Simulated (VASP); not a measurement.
The system is Ni.

```
Ni
1.0
     0.00000    1.75850    1.75850
     1.75850    0.00000    1.75850
     1.75850    1.75850    0.00000
Ni
1
Direct
  0.00000 0.00000 0.00000
```

Base run:

| Quantity | Value |
| --- | --- |
| Program | VASP 6.6.1 |
| Functional | PBE |
| Potentials or basis | VASP PAW PBE potentials, release 64 (Ni) |
| Cutoff | 520 eV |
| k mesh | 12 × 12 × 12 |
| Occupations | fermi-dirac, width 0.1 eV |
| Spin | collinear spin, ferromagnetic start |
| Starting moments | [1.2] μB |
| Fixed moment | 1.2 μB |

Its results: pressure 6.8 GPa; site moments Ni +1.18 μB.

**Question.** The run is repeated on the same cell with these changes: fixed moment from 1.2 μB to 1.92 μB; moments at the start from [1.2] to [1.92]. What comes out?

**Answer.** Pressure 24.1 GPa; site moments Ni +1.81 μB.

Caveats: the total moment is fixed, so each spin has its own Fermi level.
